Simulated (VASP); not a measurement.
# Tl in VASP: single point with LDA

Aim: the single point of Tl with LDA.

All numbers are computed with VASP 6.6.1; they aren't measurements. Logs are shortened: lines on timing, memory, paths and dates and some standing lists are left out, and cuts for length are marked.

**1. The cell of the first run**

The cell holds a atom, 1 atom: a = 14.000 Å, b = 14.400 Å, c = 14.800 Å, α = 90.00°, β = 90.00°, γ = 90.00°.

**2. Single point, LDA, collinear spin, ferromagnetic start**

INCAR

```
ALGO = Normal
EDIFF = 1E-6
ENCUT = 520
GGA = CA
ISIF = 2
ISMEAR = -1
ISPIN = 2
ISYM = 0
LASPH = T
LCHARG = T
LELF = T
LORBIT = 11
LREAL = F
LVHAR = T
LWAVE = F
MAGMOM = 3
NBANDS = 16
NELM = 150
PREC = Accurate
SIGMA = 0.01
```

KPOINTS

```
k-points
0
Gamma
  1 1 1
```

POSCAR

```
Tl
1.0
   14.0000000000      0.0000000000      0.0000000000
    0.0000000000     14.4000000000      0.0000000000
    0.0000000000      0.0000000000     14.8000000000
Tl
1
Direct
    0.5000000000      0.5000000000      0.5000000000
```

Potentials or basis: VASP PAW LDA potentials, release 64 (Tl_d).

Launch:

```sh
cat potpaw_LDA.64/Tl_d/POTCAR > POTCAR
mpirun -np 1 vasp_gam > vasp.out
```

OUTCAR:

```text
EDIFF = 1E-6
   ENCUT = 520
   GGA = CA
   ISIF = 2
   ISMEAR = -1
   ISPIN = 2
   ISYM = 0
   LASPH = T
   LORBIT = 11
   LREAL = F
   NELM = 150
   PREC = Accurate

 ion  position               nearest neighbor table
   1  0.500  0.500  0.500-

IMPORTANT INFORMATION: All symmetrisations will be switched off!
NOSYMM: (Re-)initialisation of all symmetry stuff for point group C_1.

----------------------------------------------------------------------------------------

                                     Primitive cell

  volume of cell :    2983.6800

  direct lattice vectors                    reciprocal lattice vectors
    14.000000000  0.000000000  0.000000000     0.071428571  0.000000000  0.000000000
     0.000000000 14.400000000  0.000000000     0.000000000  0.069444444  0.000000000
     0.000000000  0.000000000 14.800000000     0.000000000  0.000000000  0.067567568

  length of vectors
    14.000000000 14.400000000 14.800000000     0.071428571  0.069444444  0.067567568

  position of ions in fractional coordinates (direct lattice)
     0.500000000  0.500000000  0.500000000

  ion indices of the primitive-cell ions
   primitive index   ion index
                 1           1

----------------------------------------------------------------------------------------

 KPOINTS: k-points

Automatic generation of k-mesh.
 Grid dimensions read from file:
 generate k-points for:    1    1    1

 Generating k-lattice:

  Cartesian coordinates                     Fractional coordinates (reciprocal lattice)
     0.071428571  0.000000000  0.000000000     1.000000000  0.000000000  0.000000000
     0.000000000  0.069444444  0.000000000     0.000000000  1.000000000  0.000000000
     0.000000000  0.000000000  0.067567568     0.000000000  0.000000000  1.000000000

  Length of vectors
     0.071428571  0.069444444  0.067567568

  Shift w.r.t. Gamma in fractional coordinates (k-lattice)
     0.000000000  0.000000000  0.000000000

 Subroutine IBZKPT returns following result:
 ===========================================

 Found      1 irreducible k-points:

 Following reciprocal coordinates:
            Coordinates               Weight
  0.000000  0.000000  0.000000      1.000000
   k-points           NKPTS =      1   k-points in BZ     NKDIM =      1   number of bands    NBANDS=     16
   number of dos      NEDOS =    301   number of ions     NIONS =      1
   total plane-waves  NPLWV = ******
   dimension x,y,z NGX =   108 NGY =  108 NGZ =  112
   dimension x,y,z NGXF=   216 NGYF=  216 NGZF=  224
   ions per type =               1
   NGX,Y,Z   is equivalent  to a cutoff of  12.82, 12.47, 12.58 a.u.
   NGXF,Y,Z  is equivalent  to a cutoff of  25.65, 24.94, 25.16 a.u.
 SYSTEM =  unknown system
   PREC   = accura    normal or accurate (medium, high low for compatibility)
   ISTART =      0    job   : 0-new  1-cont  2-samecut
   ICHARG =      2    charge: 1-file 2-atom 10-const
   ISPIN  =      2    spin polarized calculation?
   LNONCOLLINEAR =      F non collinear calculations
   LSORBIT =      F    spin-orbit coupling
   LASPH  =      T    aspherical Exc in radial PAW
   ENCUT  =  520.0 eV  38.22 Ry    6.18 a.u.  26.03 26.77 27.52*2*pi/ulx,y,z
   NELM   =    150;   NELMIN=  2; NELMDL= -5     # of ELM steps
   EDIFF  = 0.1E-05   stopping-criterion for ELM
   LREAL  =      F    real-space projection
   EDIFFG = 0.1E-04   stopping-criterion for IOM
   NSW    =      0    number of steps for IOM
   IBRION =     -1    ionic relax: 0-MD 1-quasi-New 2-CG
   NFREE  =      0    steps in history (QN), initial steepest desc. (CG)
   ISIF   =      2    stress and relaxation
   ISYM   =      0    0-nonsym 1-usesym 2-fastsym
   POTIM  = 0.5000    time-step for ionic-motion
   TEBEG  =    0.0;   TEEND  =   0.0 temperature during run
   PSTRESS=    0.0 pullay stress
   NELECT =      13.0000    total number of electrons
   NUPDOWN=      -1.0000    fix difference up-down
   EMIN   =  10.00;   EMAX   =-10.00  energy-range for DOS
   EFERMI =   0.00;   METHOD = LEGACY
   ISMEAR =    -1;   SIGMA  =   0.01  broadening in eV -4-tet -1-fermi 0-gaus
   EFERMI_NEDOS =   21; number of points for ismear=-14 and -15
   IALGO  =     38    algorithm
   IMIX   =      4    mixing-type and parameters
     AMIX     =   0.40;   BMIX     =  1.00
     AMIX_MAG =   1.60;   BMIX_MAG =  1.00
  volume/ion in A,a.u.               =    2983.68     20134.87
  Fermi-wavevector in a.u.,A,eV,Ry     =   0.267386  0.505286  0.972752  0.071495
  Thomas-Fermi vector in A             =   1.102613
   LORBIT       =     11    0 simple, 1 ext, 2 COOP (PROOUT), +10 PAW based schemes
   GGA     = CA    functional components
   LHFCALC =     F    Hartree Fock is set to
   AEXX    =    0.0000 exact exchange contribution
   IVDW    =     0    specifies the selected vdW correction
   LEPSILON=     F    determine dielectric tensor
   LRPA    =     F    only Hartree local field effects (RPA)
 spin polarized calculation
  energy-cutoff  :      520.00
  volume of cell :     2983.68
 maximum number of plane-waves:     40220
 NGX is ok and might be reduce to   108
   NGX = 53   NGY = 53   NGZ = 55

 number of electron      13.0000001 magnetization       1.0002816

 Free energy of the ion-electron system (eV)
  ---------------------------------------------------
  ext. energy  EPLUGINS =         0.00000000
  ---------------------------------------------------
  free energy    TOTEN  =        -0.13512582 eV

  energy without entropy =       -0.11603094  energy(sigma->0) =       -0.12557838

 E-fermi :  -2.6576     XC(G=0):  -0.5067

 val. band max:       -9.4410061808   @ k =   0.0000   0.0000   0.0000
 cond. band min:      -2.6507975959   @ k =   0.0000   0.0000   0.0000
 fundamental gap:      6.7902085849
 Fermi energy:        -2.6576159577

 spin component 1

 k-point     1 :       0.0000    0.0000    0.0000
  band No.  band energies     occupation
      1     -15.5540      1.00000
      2     -15.5537      1.00000
      3     -15.5533      1.00000
      4     -15.5522      1.00000
      5     -15.5521      1.00000
      6      -9.8113      1.00000
[... 8 lines left out ...]
     15       0.5434      0.00000
     16       0.5856      0.00000
 Fermi energy:        -2.6576159577

 spin component 2

 k-point     1 :       0.0000    0.0000    0.0000
  band No.  band energies     occupation
      1     -15.4726      1.00000
      2     -15.4722      1.00000
      3     -15.4718      1.00000
      4     -15.4703      1.00000
      5     -15.4702      1.00000
      6      -9.4410      1.00000
[... 8 lines left out ...]
     15       0.6071      0.00000
     16       0.6502      0.00000

------------------------ aborting loop because EDIFF is reached ----------------------------------------

  FORCE on cell =-STRESS in cart. coord.  units (eV):
  Direction    XX          YY          ZZ          XY          YZ          ZX
  --------------------------------------------------------------------------------------
  -------------------------------------------------------------------------------------
  Total       -0.0127304     -0.0140580     -0.0166660     -0.0018770     -0.0024827      0.0049680
  in kB       -0.0068360     -0.0075489     -0.0089493     -0.0010079     -0.0013332      0.0026677
  external PRESSURE =      -0.0077780 kB  Pullay stress =       0.0000000 kB

 VOLUME and BASIS-vectors are now :
 -----------------------------------------------------------------------------
  energy-cutoff  :      520.00
  volume of cell :     2983.68
      direct lattice vectors                 reciprocal lattice vectors
    14.000000000  0.000000000  0.000000000     0.071428571  0.000000000  0.000000000
     0.000000000 14.400000000  0.000000000     0.000000000  0.069444444  0.000000000
     0.000000000  0.000000000 14.800000000     0.000000000  0.000000000  0.067567568

 POSITION                                       TOTAL-FORCE (eV/Angst)
 -----------------------------------------------------------------------------------
      7.00000      7.20000      7.40000         0.000000     -0.000000      0.000000
 -----------------------------------------------------------------------------------
    total drift:                                0.000000     -0.000000      0.000000

  FREE ENERGIE OF THE ION-ELECTRON SYSTEM (eV)
  ---------------------------------------------------
  free  energy   TOTEN  =        -0.1351258214 eV

  energy  without entropy=       -0.1160309401  energy(sigma->0) =       -0.12557838

 total charge

# of ion       s       p       d       tot
------------------------------------------
    1        1.250   0.243   9.639  11.132

 magnetization (x)

# of ion       s       p       d       tot
------------------------------------------
    1       -0.007   0.243  -0.005   0.231
```

Wall time 4.8 min (1 thread of AMD EPYC 7R13 (Zen 3), shared host); peak memory 1.6 GiB.

Results:

```
Free energy                                           : -0.1351 eV
Pressure                                              : 0.0 GPa
Band gap on the k mesh                                : zero (filled and empty bands touch)
Net moment                                            : 1.00 μB per cell
Site moments                                          : Tl +0.23 μB
Valence electrons inside the program's atomic spheres : Tl 11.13
```

Caveat: spin-orbit coupling is left out, which moves the levels of the heavy elements.
